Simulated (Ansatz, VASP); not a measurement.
## Pt2F in VASP and in Ansatz

```
Pt F
1.0
    -1.81236    1.81236    3.47070
     1.81236   -1.81236    3.47070
     1.81236    1.81236   -3.47070
Pt F
2 1
Direct
  0.68960 0.68960 0.00000
  0.31040 0.31040 0.00000
  0.00000 0.00000 0.00000
```

Alike in both runs: functional PBE; k mesh 18 × 18 × 18; occupations gaussian, width 0.1 eV; no spin polarisation.

Ansatz relaxed the structure, and its values are those at the end. VASP's run is a single point on that final structure, the one shown.

|  | VASP | Ansatz |
| --- | --- | --- |
| version | VASP 6.6.1 | Ansatz 0.2.0 |
| potentials or method | VASP PAW PBE potentials, release 64 (Pt, F), cutoff 520 eV | scalar-relativistic, plane waves, PAW |
| valence electrons in the cell | 27 | 43 |

```tsv
	VASP	Ansatz	Ansatz less VASP
gap on the k mesh at the Fermi level (eV)	none	none	-
pressure (GPa)	-0.3	0.0	+0.32
rms of the force components (eV/Å)	0.005	0.002	-0.0028
```

A gap of «none» marks a metal or a gap that the smearing closes. VASP's potentials hold 27 valence electrons a cell and Ansatz's 43, so a difference there can come from the potentials and not from the codes.

Neither program's run includes spin-orbit coupling.
